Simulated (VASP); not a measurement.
Input of a VASP 6.6.1 run:

INCAR

```
SYSTEM = Mg3S2O
PREC     = Accurate       ! precision mode
ENCUT    = 520            ! plane-wave cutoff, eV
EDIFF    = 1E-7           ! SCF threshold, eV
ISMEAR   = 0              ! smearing method
SIGMA    = 0.1            ! smearing width, eV
LREAL    = .FALSE.        ! projectors in reciprocal space
LASPH    = .TRUE.         ! aspherical terms in the spheres
NELM     = 60             ! most SCF steps
ALGO     = Normal         ! electronic algorithm
ISIF     = 2              ! what is computed and relaxed
LWAVE    = .FALSE.        ! write WAVECAR
LCHARG   = .TRUE.         ! write CHGCAR
GGA      = PE             ! functional
LELF     = .TRUE.         ! ELF
LVHAR    = .TRUE.       
NBANDS   = 21             ! bands
```

The input KPOINTS:

```
Automatic mesh
0
G
  6 6 4
  0 0 0
```

File POSCAR:

```
Mg3S2O
1.0
    8.9311199969     -0.0000000057      0.0000000000
   -4.4655599935      7.7345768044      0.0000000000
    0.0000000000      0.0000000000      4.2347448667
Mg S O
3 2 1
Direct
    0.0000000000      0.0000000000      0.0000000000
    0.3333333333      0.6666666667      0.0000000000
    0.6666666667      0.3333333333      0.0000000000
    0.3333333333      0.6666666667      0.5000000000
    0.6666666667      0.3333333333      0.5000000000
    0.0000000000      0.0000000000      0.5000000000
```

Potentials or basis: VASP PAW PBE potentials, release 64 (Mg, S, O).

Launch:

```console
$ cat potpaw_PBE.64/Mg/POTCAR potpaw_PBE.64/S/POTCAR potpaw_PBE.64/O/POTCAR > POTCAR
$ mpirun -np 1 vasp_std > vasp.out
```

Q: Estimate the pressure.

A: 0.2 GPa.

Q: Predict the band gap on the k mesh.

A: 1.12 eV (least direct gap 1.33 eV).

Stress tensor (GPa, compression positive):
```
0.28 0.00 0.00
0.00 0.28 0.00
0.00 0.00 0.07
```

A k mesh can miss the band edges.
